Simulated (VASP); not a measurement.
Ge, 2 atoms in the cell. Symmetry: Imma, No. 74, orthorhombic system. The conventional cell has a = 4.080 Å, b = 4.080 Å, c = 5.771 Å, α = 90.00°, β = 90.00°, γ = 90.00°. Within 3.2 Å of Ge (site symmetry mm2) lie 4 Ge at 2.43 to 2.57 Å.  This cell differs from its parent crystal: atoms displaced along a vibrational mode, the cell strained.

* Program: VASP 6.6.1
* Task: single point
* Functional: PBEsol
* Potentials or basis: VASP PAW PBE potentials, release 64 (Ge_d)
* Cutoff: 520 eV
* k mesh: 14 × 14 × 14
* Occupations: gaussian, width 0.15 eV
* Spin: no spin polarisation
* Dipole correction: no
* Further INCAR settings: ALGO = Normal; EDIFF = 1e-07; NBANDS = 21

Potentials or basis: VASP PAW PBE potentials, release 64 (Ge_d).

Run with:

```bash
$ cat potpaw_PBE.64/Ge_d/POTCAR > POTCAR
$ mpirun -np 1 vasp_std > vasp.out
```

Hardware: 1 thread of Intel(R) Xeon(R) 6975P-C (Granite Rapids), with other jobs on the host.

Task: Estimate the wall time of this run.

Result: Wall time 3.1 min on 1 thread of Intel(R) Xeon(R) 6975P-C (Granite Rapids), with other jobs on the host, peak memory 0.42 GiB. Counts: scf iterations 13, k points 428.
